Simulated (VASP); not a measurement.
Write the native input for VASP 6.6.1 that does the following.

```yaml
Task: single point
Functional: PBE
Potentials_or_basis: VASP PAW PBE potentials, release 64 (Re)
Cutoff: 520 eV
k_mesh: 12 × 12 × 12
Occupations: fermi-dirac, width 0.1 eV
Spin: no spin polarisation
Dipole_correction: no
Further_INCAR_settings: ALGO = Normal; EDIFF = 1e-06; NBANDS = 14
```

The structure of Re lies in POSCAR:

```
Re
1.0
    0.0000000000      2.8260376746      2.8260376746
    2.8260376746      0.0000000000      2.8260376746
    2.8260376746      2.8260376746      0.0000000000
Re
2
Direct
   -0.1250000000     -0.1250000000     -0.1250000000
    0.1250000000      0.1250000000      0.1250000000
```

The input as run:

INCAR

```
PREC = Accurate
ENCUT = 520
EDIFF = 1E-6
ISMEAR = -1
SIGMA = 0.1
LREAL = F
LASPH = T
NELM = 100
ALGO = Normal
ISIF = 2
LWAVE = F
LCHARG = F
GGA = PE
NBANDS = 14
```

KPOINTS

```
Automatic mesh
0
Gamma
  12 12 12
```

Potentials or basis: VASP PAW PBE potentials, release 64 (Re).

Launch:

```console
$ cat potpaw_PBE.64/Re/POTCAR > POTCAR
$ mpirun -np 1 vasp_std > vasp.out
```

Results of the run:

```
Pressure               : -1.7 GPa
Band gap on the k mesh : zero (band 7 reaches 4.06 eV, above the bottom of band 8 at 2.61 eV)
```

Caveat: spin-orbit coupling is left out, which moves the levels of the heavy elements.

Run time: 39 s on 1 thread of Intel(R) Xeon(R) Platinum 8375C CPU @ 2.90GHz (Ice Lake), on a shared host, peak memory 0.19 GiB.
